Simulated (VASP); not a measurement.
# Tl (I4/mmm) in VASP: notebook, part 2 of 2

VASP 6.6.1. The steps go on from the part before.

### Step 3. Single point, PBE+D3(BJ) (strain +0.000 along x and y, +0.050 along z)

INCAR

```
PREC = Accurate
ENCUT = 520
EDIFF = 1E-7
ISMEAR = 0
SIGMA = 0.15
LREAL = False
LASPH = True
NELM = 100
ALGO = Fast
ISIF = 2
LWAVE = False
LCHARG = False
GGA = PE
IVDW = 12
NBANDS = 12
```

KPOINTS

```
Automatic mesh
0
Gamma
  18 18 18
```

POSCAR

```
Tl
1.0
   -1.9410000000      1.9410000000      2.0380500000
    1.9410000000     -1.9410000000      2.0380500000
    1.9410000000      1.9410000000     -2.0380500000
Tl
1
Direct
    0.0000000000      0.0000000000      0.0000000000
```

Potentials or basis: VASP PAW PBE potentials, release 64 (Tl_d).

On the command line:

```console
cat potpaw_PBE.64/Tl_d/POTCAR > POTCAR
mpirun -np 1 vasp_std > vasp.out
```

OUTCAR:

```text
PREC = Accurate
   ENCUT = 520
   EDIFF = 1E-7
   ISMEAR = 0
   LREAL = False
   LASPH = True
   NELM = 100
   ISIF = 2
   GGA = PE
   IVDW = 12
 IVDW          = 12

 ion  position               nearest neighbor table
   1  0.000  0.000  0.000-

  LATTYP: Found a body centered tetragonal cell.
 ALAT       =     3.8820000000
 C/A-ratio  =     1.0500000000

  Lattice vectors:

 A1 = (  -1.9410000000,   1.9410000000,   2.0380500000)
[... 542 lines left out ...]
     12      18.0330      0.00000

 [... further k-points ...]

------------------------ aborting loop because EDIFF is reached ----------------------------------------

 Edisp (eV)   -0.31791

 E8    (eV) :    -0.1660

  FORCE on cell =-STRESS in cart. coord.  units (eV):
  Direction    XX          YY          ZZ          XY          YZ          ZX
  --------------------------------------------------------------------------------------
  -------------------------------------------------------------------------------------
  Total      -0.19320    -0.19320    -0.27649     0.00000     0.00000     0.00000
  in kB     -10.07862   -10.07862   -14.42303     0.00000     0.00000     0.00000
  external pressure =      -11.53 kB  Pullay stress =        0.00 kB

 VOLUME and BASIS-vectors are now :
 -----------------------------------------------------------------------------
  energy-cutoff  :      520.00
  volume of cell :       30.71
      direct lattice vectors                 reciprocal lattice vectors
    -1.941000000  1.941000000  2.038050000     0.000000000  0.257599176  0.245332548
     1.941000000 -1.941000000  2.038050000     0.257599176  0.000000000  0.245332548
     1.941000000  1.941000000 -2.038050000     0.257599176  0.257599176  0.000000000

 POSITION                                       TOTAL-FORCE (eV/Angst)
 -----------------------------------------------------------------------------------
      0.00000      0.00000      0.00000         0.000000      0.000000      0.000000
 -----------------------------------------------------------------------------------
    total drift:                               -0.000000     -0.000000     -0.000000

  FREE ENERGIE OF THE ION-ELECTRON SYSTEM (eV)
  ---------------------------------------------------
  free  energy   TOTEN  =        -2.5397894861 eV

  energy  without entropy=       -2.5344496079  energy(sigma->0) =       -2.53711955
```

Wall time 63 s (1 thread of Intel Xeon 6975P-C (Granite Rapids), shared host); peak memory 0.29 GiB.

What came out:

```
Free energy                : -2.5398 eV
Pressure                   : -1.2 GPa
Band gap on the k mesh     : zero (an odd number of electrons rules out a gap without spin polarisation)
Dispersion energy per atom : -0.318 eV
```

Levels at points of the mesh, in eV from the Fermi level:
```tsv
k point	band 2	band 3	band 4	band 5	band 6	band 7	band 8	band 9	band 10	band 11
(0.00, 0.00, 0.00)	-11.63	-11.58	-11.28	-11.24	-9.61	9.84	10.11	10.11	11.78	12.43
(0.50, 0.00, 0.00)	-11.72	-11.31	-11.25	-11.02	-5.17	-2.53	5.72	7.16	9.81	11.03
(0.50, 0.50, 0.00)	-11.73	-11.24	-11.24	-11.01	-4.92	-2.39	5.12	6.38	9.04	10.34
(0.50, 0.50, 0.50)	-11.78	-11.09	-11.07	-11.07	-2.06	0.85	1.71	1.71	6.05	6.53
```

Caveat: the cell differs from its parent crystal (strain +0.000 along x and y, +0.050 along z); spin-orbit coupling is left out, which moves the levels of the heavy elements.

### Step 4. Single point, PBE+D3(BJ) (strain +0.025 along x and y, +0.000 along z)

INCAR

```
ALGO = Fast ; EDIFF = 1E-6
ENCUT = 520 ; GGA = PE
ISIF = 2 ; ISMEAR = 0
IVDW = 12 ; LASPH = True
LCHARG = True ; LELF = True
LREAL = False ; LVHAR = True
LWAVE = False ; NBANDS = 12
NELM = 100 ; PREC = Accurate
SIGMA = 0.15
```

KPOINTS

```
k-points
0
Gamma
  18 18 18
```

POSCAR

```
Tl
1.0
   -1.9895250000      1.9895250000      1.9410000000
    1.9895250000     -1.9895250000      1.9410000000
    1.9895250000      1.9895250000     -1.9410000000
Tl
1
Direct
    0.0000000000      0.0000000000      0.0000000000
```

On the command line:

```console
cat potpaw_PBE.64/Tl_d/POTCAR > POTCAR
mpirun -np 1 vasp_std > vasp.out
```

It took 68 s on 1 thread of Intel Xeon 6975P-C (Granite Rapids), shared host; peak memory 0.3 GiB.

Results (log left out):

```yaml
Free_energy: -2.5409 eV
Pressure: -1.2 GPa
Band_gap_on_the_k_mesh: zero (an odd number of electrons rules out a gap without spin polarisation)
Dispersion_energy_per_atom: -0.318 eV
```

Stress tensor (GPa, compression positive):
```
-1.23  0.00  0.00
 0.00 -1.23  0.00
 0.00  0.00 -1.12
```

Levels at points of the mesh, in eV from the Fermi level:
| k point | band 2 | band 3 | band 4 | band 5 | band 6 | band 7 | band 8 | band 9 | band 10 | band 11 |
| --- | --- | --- | --- | --- | --- | --- | --- | --- | --- | --- |
| (0.00, 0.00, 0.00) | -11.61 | -11.61 | -11.27 | -11.24 | -9.60 | 9.97 | 9.97 | 10.19 | 12.07 | 12.07 |
| (0.50, 0.00, 0.00) | -11.73 | -11.28 | -11.24 | -11.01 | -5.05 | -2.46 | 5.40 | 6.76 | 9.40 | 10.67 |
| (0.50, 0.50, 0.00) | -11.72 | -11.30 | -11.26 | -11.02 | -5.18 | -2.53 | 5.71 | 7.16 | 9.80 | 11.03 |
| (0.50, 0.50, 0.50) | -11.78 | -11.08 | -11.08 | -11.07 | -2.03 | 1.27 | 1.27 | 1.72 | 6.12 | 6.41 |

Caveat: the cell differs from its parent crystal (strain +0.025 along x and y, +0.000 along z); spin-orbit coupling is left out, which moves the levels of the heavy elements.

### Step 5. Single point, PBE+D3(BJ) (strain +0.050 along x and y, +0.000 along z)

INCAR

```
SYSTEM = Tl
  PREC = Accurate
  ENCUT = 520
  EDIFF = 1E-6
  ISMEAR = 0
  SIGMA = 0.15
  LREAL = .FALSE.
  LASPH = .TRUE.
  NELM = 100
  ALGO = Fast
  ISIF = 2
  LWAVE = .FALSE.
  LCHARG = .FALSE.
  GGA = PE
  IVDW = 12
  NBANDS = 12
```

KPOINTS

```
Automatic mesh
0
G
  18 18 18
  0 0 0
```

POSCAR

```
Tl
1.0
   -2.0380500000      2.0380500000      1.9410000000
    2.0380500000     -2.0380500000      1.9410000000
    2.0380500000      2.0380500000     -1.9410000000
Tl
1
Direct
    0.0000000000      0.0000000000      0.0000000000
```

On the command line:

```console
cat potpaw_PBE.64/Tl_d/POTCAR > POTCAR
mpirun -np 1 vasp_std > vasp.out
```

It took 65 s on 1 thread of Intel Xeon 6975P-C (Granite Rapids), shared host; peak memory 0.3 GiB.

It converged, with:

```yaml
Free_energy: -2.5244 eV
Pressure: -2.3 GPa
Band_gap_on_the_k_mesh: zero (an odd number of electrons rules out a gap without spin polarisation)
Dispersion_energy_per_atom: -0.302 eV
```

Stress tensor (GPa, compression positive):
```
-2.34  0.00  0.00
 0.00 -2.34  0.00
 0.00  0.00 -2.13
```

Levels at points of the mesh, in eV from the Fermi level:
| k point | band 2 | band 3 | band 4 | band 5 | band 6 | band 7 | band 8 | band 9 | band 10 | band 11 |
| --- | --- | --- | --- | --- | --- | --- | --- | --- | --- | --- |
| (0.00, 0.00, 0.00) | -11.55 | -11.55 | -11.28 | -11.23 | -9.32 | 9.39 | 9.39 | 9.83 | 11.91 | 11.91 |
| (0.50, 0.00, 0.00) | -11.66 | -11.27 | -11.22 | -11.04 | -5.04 | -2.27 | 5.11 | 6.46 | 8.93 | 10.25 |
| (0.50, 0.50, 0.00) | -11.65 | -11.31 | -11.27 | -11.05 | -5.29 | -2.41 | 5.71 | 7.23 | 9.69 | 10.95 |
| (0.50, 0.50, 0.50) | -11.70 | -11.10 | -11.10 | -11.08 | -2.32 | 1.13 | 1.13 | 2.00 | 5.85 | 6.42 |

Caveat: the cell differs from its parent crystal (strain +0.050 along x and y, +0.000 along z); spin-orbit coupling is left out, which moves the levels of the heavy elements.

### Step 6. The runs side by side

| cell | further INCAR settings | gap on the mesh (eV) | pressure (GPa) |
| --- | --- | --- | --- |
| a = 3.390 Å, angles 110.1, 110.1, 108.1°, 1 atom | ALGO = Fast; EDIFF = 1e-06; NBANDS = 12 | none | -0.5 |
| a = 3.419 Å, angles 110.8, 110.8, 106.8°, 1 atom | ALGO = Fast; EDIFF = 1e-07; NBANDS = 12 | none | -1.2 |
| a = 3.418 Å, angles 108.8, 108.8, 110.8°, 1 atom | ALGO = Fast; EDIFF = 1e-06; NBANDS = 12 | none | -1.2 |
| a = 3.475 Å, angles 108.2, 108.2, 112.1°, 1 atom | ALGO = Fast; EDIFF = 1e-06; NBANDS = 12 | none | -2.3 |

Alike in all rows: task single point; level PBE+D3(BJ); potentials or basis VASP PAW PBE potentials, release 64 (Tl_d); no spin polarisation; k mesh 18 × 18 × 18; cutoff (eV) 520; smearing gaussian 0.15 eV.

Caveats: spin-orbit coupling is left out, which moves the levels of the heavy elements.

Total energies depend on the potentials used, so only differences within one code and one set of settings carry meaning.
